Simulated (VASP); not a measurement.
Fe, 4 atoms in the cell. The typed cell holds 4 atoms: a = 4.999 Å, b = 4.999 Å, c = 2.499 Å, α = 109.47°, β = 109.47°, γ = 109.47°. 

```yaml
Program: VASP 6.6.1
Task: single point
Functional: PBE
Potentials_or_basis: VASP PAW PBE potentials, release 64 (Fe)
Cutoff: 520 eV
k_mesh: 5 × 5 × 9
Occupations: fermi-dirac, width 0.08 eV
Spin: collinear spin, ferromagnetic start
Starting_moments: "[3.0, 3.0, 3.0, 3.0] μB"
Dipole_correction: no
Further_INCAR_settings: ALGO = Normal; EDIFF = 1e-06; NBANDS = 28
```

Potentials or basis: VASP PAW PBE potentials, release 64 (Fe).

Launch:

```console
$ cat potpaw_PBE.64/Fe/POTCAR > POTCAR
$ mpirun -np 1 vasp_std > vasp.out
```

Hardware: 1 thread of Intel(R) Xeon(R) 6975P-C (Granite Rapids) (shared host).

Problem. How long does it take, and how much memory?

Solution. Wall time 2.5 min on 1 thread of Intel(R) Xeon(R) 6975P-C (Granite Rapids) (shared host), peak memory 0.34 GiB. Counts: scf iterations 17, k points 113.
